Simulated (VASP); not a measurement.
# C (P6_3/mmc) in VASP: further runs

Runs on C. Level: r2SCAN. Tasks: single point.

Everything below comes from runs of VASP 6.6.1. Logs are shortened: lines on timing, memory, paths and dates and some standing lists are left out, and cuts for length are marked.

### Step 1. The cell of the first run

Symmetry: P6_3/mmc, No. 194, hexagonal system. Conventional cell: a = 2.456 Å, b = 2.456 Å, c = 7.297 Å, α = 90.00°, β = 90.00°, γ = 120.00°. C (site symmetry -6m2) has 3 C at 1.42 Å within 1.9 Å. C (site symmetry -6m2) has 3 C at 1.42 Å within 1.9 Å.

### Step 2. Single point, r2SCAN (strain +0.0350 x Voigt [0, 0, 1, 0, 0, 0])

POSCAR reads:

```
C
1.0
    2.4558907252      0.0000000000      0.0000000000
   -1.2279453626      2.1268637570      0.0000000000
    0.0000000000      0.0000000000      7.2965280788
C
4
Direct
    0.0000000000      0.0000000000      0.0025000000
    0.0000000000      0.0000000000      0.5025000000
    0.3333333333      0.6666666667      0.0025000000
    0.6666666667      0.3333333333      0.5025000000
```

INCAR.step1 reads:

```
PREC = Accurate ; ENCUT = 520
ISMEAR = 0 ; SIGMA = 0.15
LREAL = False ; LASPH = True
NELM = 80 ; NBANDS = 16
GGA = PE ; ALGO = Normal
EDIFF = 1E-4 ; LWAVE = True
LCHARG = False
```

INCAR.step2 reads:

```
PREC = Accurate ; ENCUT = 520
EDIFF = 1E-7 ; ISMEAR = 0
SIGMA = 0.15 ; LREAL = False
LASPH = True ; NELM = 80
ALGO = Normal ; ISIF = 2
LWAVE = False ; LCHARG = True
METAGGA = R2SCAN ; LMIXTAU = True
LELF = True ; LVHAR = True
NBANDS = 16 ; ISTART = 1
```

KPOINTS reads:

```
regular mesh
0
Gamma
  24 24 8
```

Potentials or basis: VASP PAW PBE potentials, release 64 (C).

On the command line:

```
cat potpaw_PBE.64/C/POTCAR > POTCAR
cp INCAR.step1 INCAR
mpirun -np 1 vasp_std > vasp.out
cp INCAR.step2 INCAR
mpirun -np 1 vasp_std > vasp.out
```

OUTCAR:

```text
PREC = Accurate
   ENCUT = 520
   EDIFF = 1E-7
   ISMEAR = 0
   LREAL = False
   LASPH = True
   NELM = 80
   ISIF = 2
   METAGGA = R2SCAN
   ISTART = 1

 ion  position               nearest neighbor table
   1  0.000  0.000  0.002-   3 1.42   3 1.42   3 1.42
   2  0.000  0.000  0.502-   4 1.42   4 1.42   4 1.42
   3  0.333  0.667  0.002-   1 1.42   1 1.42   1 1.42
   4  0.667  0.333  0.502-   2 1.42   2 1.42   2 1.42

  LATTYP: Found a hexagonal cell.
 ALAT       =     2.4558907252
 C/A-ratio  =     2.9710312450

  Lattice vectors:

 A1 = (   2.4558907252,   0.0000000000,   0.0000000000)
 A2 = (  -1.2279453626,   2.1268637570,   0.0000000000)
 A3 = (   0.0000000000,   0.0000000000,   7.2965280788)

Analysis of symmetry for initial positions (statically):
=====================================================================
 Subroutine PRICEL returns:
 Original cell was already a primitive cell.

 Routine SETGRP: Setting up the symmetry group for a
 hexagonal supercell.

 Subroutine GETGRP returns: Found 24 space group operations
 (whereof  6 operations were pure point group operations)
 out of a pool of 24 trial point group operations.

The static configuration has the point symmetry C_3v.
 The point group associated with its full space group is D_6h.

Analysis of symmetry for dynamics (positions and initial velocities):
=====================================================================
 Subroutine PRICEL returns:
 Original cell was already a primitive cell.

 Routine SETGRP: Setting up the symmetry group for a
 hexagonal supercell.

 Subroutine GETGRP returns: Found 24 space group operations
 (whereof  6 operations were pure point group operations)
 out of a pool of 24 trial point group operations.

The dynamic configuration has the point symmetry C_3v.
 The point group associated with its full space group is D_6h.

 Subroutine INISYM returns: Found 24 space group operations
 (whereof  6 operations are pure point group operations),
 and found     1 'primitive' translations

----------------------------------------------------------------------------------------

                                     Primitive cell

  volume of cell :      38.1123

  direct lattice vectors                    reciprocal lattice vectors
     2.455890725  0.000000000  0.000000000     0.407184241  0.235087931  0.000000000
    -1.227945363  2.126863757  0.000000000     0.000000000  0.470175862  0.000000000
[... 92 lines left out ...]
   NSW    =      0    number of steps for IOM
   IBRION =     -1    ionic relax: 0-MD 1-quasi-New 2-CG
   NFREE  =      0    steps in history (QN), initial steepest desc. (CG)
   ISIF   =      2    stress and relaxation
   ISYM   =      2    0-nonsym 1-usesym 2-fastsym
   POTIM  = 0.5000    time-step for ionic-motion
   TEBEG  =    0.0;   TEEND  =   0.0 temperature during run
   PSTRESS=    0.0 pullay stress
   NELECT =      16.0000    total number of electrons
   NUPDOWN=      -1.0000    fix difference up-down
   EMIN   =  10.00;   EMAX   =-10.00  energy-range for DOS
   EFERMI =   0.00;   METHOD = LEGACY
   ISMEAR =     0;   SIGMA  =   0.15  broadening in eV -4-tet -1-fermi 0-gaus
   EFERMI_NEDOS =   21; number of points for ismear=-14 and -15
   IALGO  =     38    algorithm
   IMIX   =      4    mixing-type and parameters
     AMIX     =   0.40;   BMIX     =  1.00
     AMIX_MAG =   1.60;   BMIX_MAG =  1.00
  volume/ion in A,a.u.               =       9.53        64.30
  Fermi-wavevector in a.u.,A,eV,Ry     =   1.225819  2.316463 20.444567  1.502633
  Thomas-Fermi vector in A             =   2.360843
   LORBIT       =      0    0 simple, 1 ext, 2 COOP (PROOUT), +10 PAW based schemes
   METAGGA = R2SCAN    functional components
   LHFCALC =     F    Hartree Fock is set to
   AEXX    =    0.0000 exact exchange contribution
   IVDW    =     0    specifies the selected vdW correction
   LEPSILON=     F    determine dielectric tensor
   LRPA    =     F    only Hartree local field effects (RPA)
 non-spin polarized calculation
 Gauss-broadening in eV      SIGMA  =   0.15
  energy-cutoff  :      520.00
  volume of cell :       38.11
 maximum number of plane-waves:      1050
   NGX =  9   NGY =  9   NGZ = 27

 number of electron      15.9999996 magnetization

 Free energy of the ion-electron system (eV)
  ---------------------------------------------------
  ext. energy  EPLUGINS =         0.00000000
  ---------------------------------------------------
  free energy    TOTEN  =       -39.75050686 eV

  energy without entropy =      -39.74979744  energy(sigma->0) =      -39.75015215

 E-fermi :   3.9782     XC(G=0): -10.5435

 val. band max:        3.9773290177   @ k =   0.3333   0.3333   0.2500
 cond. band min:       3.9811227458   @ k =   0.3333   0.3333   0.5000
 fundamental gap:      0.0037937281
 Fermi energy:         3.9782413050

 k-point     1 :       0.0000    0.0000    0.0000
  band No.  band energies     occupation
      1     -16.9422      2.00000
      2     -16.7926      2.00000
      3      -4.7618      2.00000
      4      -3.4719      2.00000
      5       0.7598      2.00000
      6       0.7598      2.00000
[... 433 lines left out ...]
      3      -9.9336      2.00000
      4      -9.8687      2.00000
      5      -2.9995      2.00000
      6      -2.9735      2.00000
[... 8 lines left out ...]
     15      18.0130      0.00000
     16      19.1357      0.00000

 [... further k-points ...]

------------------------ aborting loop because EDIFF is reached ----------------------------------------

  FORCE on cell =-STRESS in cart. coord.  units (eV):
  Direction    XX          YY          ZZ          XY          YZ          ZX
  --------------------------------------------------------------------------------------
  -------------------------------------------------------------------------------------
  Total        0.2480173      0.2480173     -0.1553237     -0.0000000     -0.0000000      0.0000000
  in kB       10.4262349     10.4262349     -6.5295508     -0.0000000     -0.0000000      0.0000000
  external PRESSURE =       4.7743063 kB  Pullay stress =       0.0000000 kB

 VOLUME and BASIS-vectors are now :
 -----------------------------------------------------------------------------
  energy-cutoff  :      520.00
  volume of cell :       38.11
      direct lattice vectors                 reciprocal lattice vectors
     2.455890725  0.000000000  0.000000000     0.407184241  0.235087931  0.000000000
    -1.227945363  2.126863757  0.000000000     0.000000000  0.470175862  0.000000000
     0.000000000  0.000000000  7.296528079     0.000000000  0.000000000  0.137051484

 POSITION                                       TOTAL-FORCE (eV/Angst)
 -----------------------------------------------------------------------------------
      0.00000      0.00000      0.01824        -0.000000      0.000000      0.000000
      0.00000      0.00000      3.66651         0.000000     -0.000000     -0.000000
     -0.00000      1.41791      0.01824        -0.000000      0.000000     -0.000000
      1.22795      0.70895      3.66651         0.000000     -0.000000     -0.000000
 -----------------------------------------------------------------------------------
    total drift:                               -0.000000     -0.000000     -0.000007

  FREE ENERGIE OF THE ION-ELECTRON SYSTEM (eV)
  ---------------------------------------------------
  free  energy   TOTEN  =       -39.7505068576 eV

  energy  without entropy=      -39.7497974431  energy(sigma->0) =      -39.75015215
```

OSZICAR.step1:

```text
N       E                     dE             d eps       ncg     rms          rms(c)
DAV:   1     0.347571125031E+02    0.34757E+02   -0.78300E+03  9776   0.924E+02
DAV:   2    -0.364406259065E+02   -0.71198E+02   -0.64882E+02 13688   0.185E+02
DAV:   3    -0.393689780734E+02   -0.29284E+01   -0.29127E+01 12872   0.353E+01
DAV:   4    -0.393947951591E+02   -0.25817E-01   -0.25805E-01 12520   0.401E+00
DAV:   5    -0.393952247105E+02   -0.42955E-03   -0.42953E-03 12536   0.492E-01    0.906E+00
DAV:   6    -0.374896250876E+02    0.19056E+01   -0.13044E+00 11728   0.710E+00    0.530E+00
DAV:   7    -0.368719190342E+02    0.61771E+00   -0.16250E+00 12128   0.803E+00    0.151E+00
DAV:   8    -0.368827914166E+02   -0.10872E-01   -0.71516E-02 11448   0.158E+00    0.316E-01
DAV:   9    -0.368815289490E+02    0.12625E-02   -0.19010E-03 12504   0.301E-01    0.113E-01
DAV:  10    -0.368817681430E+02   -0.23919E-03   -0.80700E-04 10560   0.178E-01    0.770E-02
DAV:  11    -0.368817634607E+02    0.46823E-05   -0.28693E-05  8696   0.368E-02
   1 F= -.36881763E+02 E0= -.36881404E+02  d E =-.718224E-03
```

Run time: 8.7 min. Hardware: 1 thread of Intel Xeon Platinum 8488C (Sapphire Rapids), shared host; peak memory 0.24 GiB.

Results:

```yaml
Free_energy: -39.7505 eV
Pressure: 0.5 GPa
Band_gap_on_the_k_mesh: zero (bands 8 and 9 overlap by 0.01 eV)
```

Levels at points of the mesh, in eV from the Fermi level:
```tsv
k point	band 4	band 5	band 6	band 7	band 8	band 9	band 10	band 11	band 12	band 13
(0.00, 0.00, 0.00)	-7.45	-3.22	-3.22	-3.21	-3.21	3.77	8.72	8.72	8.74	8.74
(0.50, 0.00, 0.00)	-14.06	-6.84	-6.82	-2.78	-2.33	1.61	2.13	7.67	7.89	11.34
(0.00, 0.00, 0.50)	-8.15	-3.21	-3.21	-3.21	-3.21	5.92	5.92	8.73	8.73	8.73
(0.50, 0.00, 0.50)	-14.09	-6.83	-6.83	-2.53	-2.53	1.78	1.78	7.78	7.78	12.59
```

Caveat: the cell differs from its parent crystal (strain +0.0350 x Voigt [0, 0, 1, 0, 0, 0]); the PAW data sets were made with another functional, which shifts forces and pressure a little.

### Step 3. Single point, r2SCAN (strain +0.0400 x Voigt [0, 0, 1, 0, 0, 0])

Edit POSCAR of step 2 so:

```diff
@@ -4,3 +4,3 @@
    -1.2279453626      2.1268637570      0.0000000000
-    0.0000000000      0.0000000000      7.2965280788
+    0.0000000000      0.0000000000      7.3317770067
 C
```

INCAR.step1 reads:

```
SYSTEM = C
PREC = Accurate ; ENCUT = 520
ISMEAR = 0 ; SIGMA = 0.15
LREAL = .False. ; LASPH = .True.
NELM = 60 ; NBANDS = 16
GGA = PE ; ALGO = Normal
EDIFF = 1E-4 ; LWAVE = .True.
LCHARG = .False.
```

INCAR.step2 reads:

```
SYSTEM = C
PREC = Accurate ; ENCUT = 520
EDIFF = 1E-6 ; ISMEAR = 0
SIGMA = 0.15 ; LREAL = .False.
LASPH = .True. ; NELM = 60
ALGO = Normal ; ISIF = 2
LWAVE = .False. ; LCHARG = .False.
METAGGA = R2SCAN ; LMIXTAU = .True.
NBANDS = 16 ; ISTART = 1
```

KPOINTS reads:

```
Automatic mesh
0
Gamma
  24 24 8
  0 0 0
```

Potentials or basis: VASP PAW PBE potentials, release 64 (C).

On the command line:

```
cat potpaw_PBE.64/C/POTCAR > POTCAR
cp INCAR.step1 INCAR
mpirun -np 1 vasp_std > vasp.out
cp INCAR.step2 INCAR
mpirun -np 1 vasp_std > vasp.out
```

It took 11 min on 1 thread of Intel Xeon Platinum 8259CL at 2.50GHz (Skylake/Cascade Lake), shared host; peak memory 0.24 GiB.

The run converged. Its results:

```
Free energy            : -39.7498 eV
Pressure               : 0.5 GPa
Band gap on the k mesh : zero (bands 8 and 9 overlap by 0.01 eV)
```

Stress tensor (GPa, compression positive):
```
 1.04  0.00  0.00
 0.00  1.04  0.00
 0.00  0.00 -0.72
```

Levels at points of the mesh, in eV from the Fermi level:
| k point | band 6 | band 7 | band 8 | band 9 | band 10 | band 11 |
| --- | --- | --- | --- | --- | --- | --- |
| (0.00, 0.00, 0.00) | -3.22 | -3.21 | -3.21 | 3.74 | 8.72 | 8.72 |
| (0.50, 0.00, 0.00) | -6.82 | -2.77 | -2.34 | 1.61 | 2.12 | 7.67 |
| (0.00, 0.00, 0.50) | -3.22 | -3.22 | -3.22 | 5.85 | 5.85 | 8.73 |
| (0.50, 0.00, 0.50) | -6.83 | -2.53 | -2.53 | 1.78 | 1.78 | 7.77 |

Caveat: the cell differs from its parent crystal (strain +0.0400 x Voigt [0, 0, 1, 0, 0, 0]); the PAW data sets were made with another functional, which shifts forces and pressure a little.
